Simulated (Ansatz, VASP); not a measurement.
## One calculation of RePb2, two programs

Contents of INCAR:

```
  PREC = Accurate
  ENCUT = 600
  EDIFF = 1E-6
  ISMEAR = 0
  SIGMA = 0.1
  LREAL = False
  LASPH = True
  NELM = 60
  ALGO = Normal
  ISIF = 3
  LWAVE = False
  LCHARG = False
  GGA = PE
  IBRION = 2
  NSW = 90
  EDIFFG = -0.04
```

File KPOINTS:

```
Automatic mesh
0
Gamma
  6 6 6
```

The input POSCAR:

```
RePb2
1.0
   -1.9553292906      1.9553292906      4.7966671661
    1.9553292906     -1.9553292906      4.7966671661
    1.9553292906      1.9553292906     -4.7966671661
Re Pb
1 2
Direct
    0.0000000000      0.0000000000      0.0000000000
    0.6650000000      0.6650000000      0.0000000000
    0.3350000000      0.3350000000      0.0000000000
```

Input for Ansatz:

```yaml
crystal:
  lattice:
    - [-1.9553292906, 1.9553292906, 4.7966671661]
    - [1.9553292906, -1.9553292906, 4.7966671661]
    - [1.9553292906, 1.9553292906, -4.7966671661]
  atoms:
    - { symbol: Re, position: [0.0, 0.0, 0.0] }
    - { symbol: Pb, position: [0.665, 0.665, 0.0] }
    - { symbol: Pb, position: [0.335, 0.335, 0.0] }
basis:
  ecutwfc: 420
kpoints:
  mp_grid: { grid: [6, 6, 6] }
hamiltonian:
  xc: pbe
scf:
  occupations: { method: gaussian, width: 0.1 }
  lower_state_search: "off"
output:
  forces: true
  stress: true
  eigenvalues: true
relax:
  adjacent_minimum: "off"
  f_tol: 0.04
  max_steps: 70
  cell: { stress_tol: 0.4 }
```

Alike in both runs: task relaxation of cell and atoms; functional PBE; k mesh 6 × 6 × 6; occupations gaussian, width 0.1 eV; no spin polarisation.

```csv
,VASP,Ansatz
version,VASP 6.6.1,Ansatz 0.2.0
potentials or method,"VASP PAW PBE potentials, release 64 (Re, Pb_d), cutoff 600 eV","scalar-relativistic, plane waves, PAW"
valence electrons in the cell,35,43
```

```tsv
	VASP	Ansatz	Ansatz less VASP
gap on the k mesh at the Fermi level, each at its own relaxed structure (eV)	none	none	-
relaxed volume (Å³/atom)	24.68	25.02	+0.342
relaxed cell length with the largest relative difference (Å)	7.511	7.650	+0.1389
```

A gap of «none» marks a metal or a gap that the smearing closes. VASP's potentials hold 35 valence electrons a cell and Ansatz's 43, so a difference there can come from the potentials and not from the codes.

The k mesh is coarse, so the values compare programs but aren't converged. Neither program's run includes spin-orbit coupling.
